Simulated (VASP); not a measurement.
# O (C2/m) in VASP: notebook, part 2 of 2

VASP 6.6.1. Earlier steps stand in the parts before.

### 4 Single point, PBEsol

This run uses another cell than the first one, of 17.29 Å³/atom.

Contents of INCAR:

```
SYSTEM = O
PREC = Accurate
ENCUT = 520
EDIFF = 1E-7
ISMEAR = -1
SIGMA = 0.05
LREAL = .FALSE.
LASPH = .TRUE.
NELM = 100
ALGO = Normal
ISIF = 2
LWAVE = .FALSE.
LCHARG = .FALSE.
GGA = PS
NBANDS = 13
```

Contents of KPOINTS:

```
regular mesh
0
G
  10 10 7
  0 0 0
```

Contents of POSCAR:

```
O
1.0
    2.8514028533     -1.6624159400      0.0000000000
    2.8514028533      1.6624159400      0.0000000000
   -2.3944914034      0.0000000000      3.6470501824
O
2
Direct
    0.9745461700      0.9745461700      0.8444259800
    0.0254538300      0.0254538300      0.1555740200
```

Potentials or basis: VASP PAW PBE potentials, release 64 (O).

Command:

```console
$ cat potpaw_PBE.64/O/POTCAR > POTCAR
$ mpirun -np 1 vasp_std > vasp.out
```

OUTCAR:

```text
SYSTEM = O
   PREC = Accurate
   ENCUT = 520
   EDIFF = 1E-7
   ISMEAR = -1
   LREAL = .FALSE.
   LASPH = .TRUE.
   NELM = 100
   ISIF = 2
   GGA = PS

 ion  position               nearest neighbor table
   1  0.975  0.975  0.844-   2 1.22
   2  0.025  0.025  0.156-   1 1.22

  LATTYP: Found a base centered monoclinic cell.
 ALAT       =     5.7028057066
 B/A-ratio  =     0.5830168607
 C/A-ratio  =     0.7650377976
 COS(beta)  =    -0.5488350190

  Lattice vectors:

 A1 = (   2.8514028533,  -1.6624159400,   0.0000000000)
 A2 = (   2.8514028533,   1.6624159400,   0.0000000000)
 A3 = (  -2.3944914034,   0.0000000000,   3.6470501824)

Analysis of symmetry for initial positions (statically):
=====================================================================
 Subroutine PRICEL returns:
 Original cell was already a primitive cell.

 Routine SETGRP: Setting up the symmetry group for a
 base centered monoclinic supercell.

 Subroutine GETGRP returns: Found  4 space group operations
 (whereof  4 operations were pure point group operations)
 out of a pool of  4 trial point group operations.

The static configuration has the point symmetry C_2h.

Analysis of symmetry for dynamics (positions and initial velocities):
=====================================================================
 Subroutine PRICEL returns:
 Original cell was already a primitive cell.

 Routine SETGRP: Setting up the symmetry group for a
 base centered monoclinic supercell.

 Subroutine GETGRP returns: Found  4 space group operations
 (whereof  4 operations were pure point group operations)
 out of a pool of  4 trial point group operations.

The dynamic configuration has the point symmetry C_2h.

 Subroutine INISYM returns: Found  4 space group operations
 (whereof  4 operations are pure point group operations),
 and found     1 'primitive' translations

----------------------------------------------------------------------------------------

                                     Primitive cell

  volume of cell :      34.5756

  direct lattice vectors                    reciprocal lattice vectors
     2.851402853 -1.662415940  0.000000000     0.175352283 -0.300767087  0.115128532
     2.851402853  1.662415940  0.000000000     0.175352283  0.300767087  0.115128532
    -2.394491403  0.000000000  3.647050182     0.000000000  0.000000000  0.274194198

  length of vectors
     3.300624939  3.300624939  4.362861918     0.366693118  0.366693118  0.274194198

  position of ions in fractional coordinates (direct lattice)
     0.974546170  0.974546170  0.844425980
     0.025453830  0.025453830  0.155574020

  ion indices of the primitive-cell ions
   primitive index   ion index
                 1           1
                 2           2

----------------------------------------------------------------------------------------

 KPOINTS: regular mesh

Automatic generation of k-mesh.
 Grid dimensions read from file:
 generate k-points for:   10   10    7

 Generating k-lattice:

  Cartesian coordinates                     Fractional coordinates (reciprocal lattice)
     0.017535228 -0.030076709  0.011512853     0.100000000  0.000000000  0.000000000
     0.017535228  0.030076709  0.011512853     0.000000000  0.100000000  0.000000000
     0.000000000  0.000000000  0.039170600     0.000000000  0.000000000  0.142857143

  Length of vectors
     0.036669312  0.036669312  0.039170600

  Shift w.r.t. Gamma in fractional coordinates (k-lattice)
     0.000000000  0.000000000  0.000000000

 Subroutine IBZKPT returns following result:
 ===========================================

 Found    196 irreducible k-points:

 Following reciprocal coordinates:
            Coordinates               Weight
  0.000000  0.000000  0.000000      1.000000
  0.100000 -0.000000  0.000000      4.000000
  0.200000 -0.000000  0.000000      4.000000
  0.300000  0.000000  0.000000      4.000000
  0.400000 -0.000000  0.000000      4.000000
  0.500000  0.000000  0.000000      2.000000
[... 16 lines left out ...]
  0.300000  0.300000 -0.000000      2.000000
  0.400000  0.300000  0.000000      4.000000
 [... further k-points ...]
   k-points           NKPTS =    196   k-points in BZ     NKDIM =    196   number of bands    NBANDS=     13
   number of dos      NEDOS =    301   number of ions     NIONS =      2
   total plane-waves  NPLWV =  25088
   dimension x,y,z NGX =    28 NGY =   28 NGZ =   32
   dimension x,y,z NGXF=    56 NGYF=   56 NGZF=   64
   ions per type =               2
   NGX,Y,Z   is equivalent  to a cutoff of  14.10, 14.10, 12.19 a.u.
   NGXF,Y,Z  is equivalent  to a cutoff of  28.21, 28.21, 24.39 a.u.
 SYSTEM =  O
   PREC   = accura    normal or accurate (medium, high low for compatibility)
   ISTART =      0    job   : 0-new  1-cont  2-samecut
   ICHARG =      2    charge: 1-file 2-atom 10-const
   ISPIN  =      1    spin polarized calculation?
   LNONCOLLINEAR =      F non collinear calculations
   LSORBIT =      F    spin-orbit coupling
   LASPH  =      T    aspherical Exc in radial PAW
   ENCUT  =  520.0 eV  38.22 Ry    6.18 a.u.   6.14  6.14  8.11*2*pi/ulx,y,z
   NELM   =    100;   NELMIN=  2; NELMDL= -5     # of ELM steps
   EDIFF  = 0.1E-06   stopping-criterion for ELM
   LREAL  =      F    real-space projection
   EDIFFG = 0.1E-05   stopping-criterion for IOM
   NSW    =      0    number of steps for IOM
   IBRION =     -1    ionic relax: 0-MD 1-quasi-New 2-CG
   NFREE  =      0    steps in history (QN), initial steepest desc. (CG)
   ISIF   =      2    stress and relaxation
   ISYM   =      2    0-nonsym 1-usesym 2-fastsym
   POTIM  = 0.5000    time-step for ionic-motion
   TEBEG  =    0.0;   TEEND  =   0.0 temperature during run
   PSTRESS=    0.0 pullay stress
   NELECT =      12.0000    total number of electrons
   NUPDOWN=      -1.0000    fix difference up-down
   EMIN   =  10.00;   EMAX   =-10.00  energy-range for DOS
   EFERMI =   0.00;   METHOD = LEGACY
   ISMEAR =    -1;   SIGMA  =   0.05  broadening in eV -4-tet -1-fermi 0-gaus
   EFERMI_NEDOS =   21; number of points for ismear=-14 and -15
   IALGO  =     38    algorithm
   IMIX   =      4    mixing-type and parameters
     AMIX     =   0.40;   BMIX     =  1.00
     AMIX_MAG =   1.60;   BMIX_MAG =  1.00
  volume/ion in A,a.u.               =      17.29       116.66
  Fermi-wavevector in a.u.,A,eV,Ry     =   1.150479  2.174089 18.008688  1.323601
  Thomas-Fermi vector in A             =   2.287142
   LORBIT       =      0    0 simple, 1 ext, 2 COOP (PROOUT), +10 PAW based schemes
   GGA     = PS    functional components
   LHFCALC =     F    Hartree Fock is set to
   AEXX    =    0.0000 exact exchange contribution
   IVDW    =     0    specifies the selected vdW correction
   LEPSILON=     F    determine dielectric tensor
   LRPA    =     F    only Hartree local field effects (RPA)
 non-spin polarized calculation
  energy-cutoff  :      520.00
  volume of cell :       34.58
 maximum number of plane-waves:       948
 NGX is ok and might be reduce to    28
   NGX = 13   NGY = 13   NGZ = 17

 number of electron      11.9999999 magnetization

 Free energy of the ion-electron system (eV)
  ---------------------------------------------------
  ext. energy  EPLUGINS =         0.00000000
  ---------------------------------------------------
  free energy    TOTEN  =        -9.49963086 eV

  energy without entropy =       -9.44710948  energy(sigma->0) =       -9.47337017

 E-fermi :  -1.8367     XC(G=0):  -7.5255

 val. band max:       -1.8396362993   @ k =   0.4000   0.3000   0.0000
 cond. band min:      -1.8363506222   @ k =  -0.1000  -0.3000   0.1429
 fundamental gap:      0.0032856772
 Fermi energy:        -1.8367037560

 k-point     1 :       0.0000    0.0000    0.0000
  band No.  band energies     occupation
      1     -28.3310      2.00000
      2     -15.5054      2.00000
      3      -9.6434      2.00000
      4      -8.1325      2.00000
      5      -8.0958      2.00000
      6      -1.9329      1.74497
      7      -1.6514      0.04792
      8       4.8206      0.00000
      9       8.5852      0.00000
     10      12.3568      0.00000
     11      13.5451      0.00000
     12      16.1828      0.00000
     13      17.2141      0.00000
[... 353 lines left out ...]
 k-point    24 :       0.4000    0.3000    0.0000
  band No.  band energies     occupation
      1     -28.2228      2.00000
      2     -15.6725      2.00000
      3      -9.3404      2.00000
      4      -8.6893      2.00000
      5      -8.4272      2.00000
      6      -1.8396      1.02932
      7      -1.5519      0.00670
      8       7.2867      0.00000
      9       8.5509      0.00000
     10       9.7979      0.00000
     11      11.4857      0.00000
     12      13.6201      0.00000
     13      16.0913      0.00000

 [... further k-points ...]
[... 5 lines left out ...]
  --------------------------------------------------------------------------------------
  -------------------------------------------------------------------------------------
  Total       -0.0596919     -0.8396265     -0.1828795      0.0000000      0.0000000     -0.0037513
  in kB       -2.7660265    -38.9069053     -8.4743344      0.0000000      0.0000000     -0.1738279
  external PRESSURE =     -16.7157554 kB  Pullay stress =       0.0000000 kB

 VOLUME and BASIS-vectors are now :
 -----------------------------------------------------------------------------
  energy-cutoff  :      520.00
  volume of cell :       34.58
      direct lattice vectors                 reciprocal lattice vectors
     2.851402853 -1.662415940  0.000000000     0.175352283 -0.300767087  0.115128532
     2.851402853  1.662415940  0.000000000     0.175352283  0.300767087  0.115128532
    -2.394491403  0.000000000  3.647050182     0.000000000  0.000000000  0.274194198

 POSITION                                       TOTAL-FORCE (eV/Angst)
 -----------------------------------------------------------------------------------
      3.53568      0.00000      3.07966         0.003395      0.000000     -0.430403
     -0.22736      0.00000      0.56739        -0.003395      0.000000      0.430403
 -----------------------------------------------------------------------------------
    total drift:                                0.000000      0.000000      0.000000

  FREE ENERGIE OF THE ION-ELECTRON SYSTEM (eV)
  ---------------------------------------------------
  free  energy   TOTEN  =        -9.4996308598 eV

  energy  without entropy=       -9.4471094832  energy(sigma->0) =       -9.47337017
```

stdout:

```text
POSCAR found type information on POSCAR O
 POSCAR found :  1 types and       2 ions
 scaLAPACK will be used
 -----------------------------------------------------------------------------
|                                                                             |
|                                                                             |
|     You enforced a specific xc type in the INCAR file but a different       |
|     I HOPE YOU KNOW WHAT YOU ARE DOING!                                     |
|                                                                             |
 -----------------------------------------------------------------------------

 LDA part: xc-table for (Slater+PW92), standard interpolation
 POSCAR, INCAR and KPOINTS ok, starting setup
 FFT: planning ... GRIDC
 FFT: planning ... GRID_SOFT
 FFT: planning ... GRID
 WAVECAR not read
 entering main loop
```

Wall time 94 s (1 thread of Intel Xeon 8259CL, shared host); peak memory 0.2 GiB.

Results:

* Free energy: -9.4996 eV
* Pressure: -1.7 GPa
* Largest force: 0.430 eV/Å
* Band gap on the k mesh: zero (bands 6 and 7 overlap by 0.27 eV)

Forces on the atoms (eV/Å):
```
O    0.003  0.000 -0.430
O   -0.003  0.000  0.430
```

Stress tensor (GPa, compression positive):
```
-0.28  0.00 -0.02
 0.00 -3.89  0.00
-0.02  0.00 -0.85
```

Levels at points of the mesh, in eV from the Fermi level:
```tsv
k point	band 4	band 5	band 6	band 7	band 8	band 9
(0.00, 0.00, 0.00)	-6.30	-6.26	-0.10	0.19	6.66	10.42
(0.50, 0.00, 0.00)	-7.31	-6.42	-0.28	0.13	9.73	10.71
(0.50, 0.50, 0.00)	-7.09	-6.64	-0.02	0.37	9.72	10.57
```

Caveat: the standard files for N, O and F lose accuracy on very short bonds; spin is off for a triplet molecule; this functional lacks dispersion, which holds the molecules together, so the pressure and a relaxed volume are unreliable; the PAW data sets were made with another functional, which shifts forces and pressure a little.
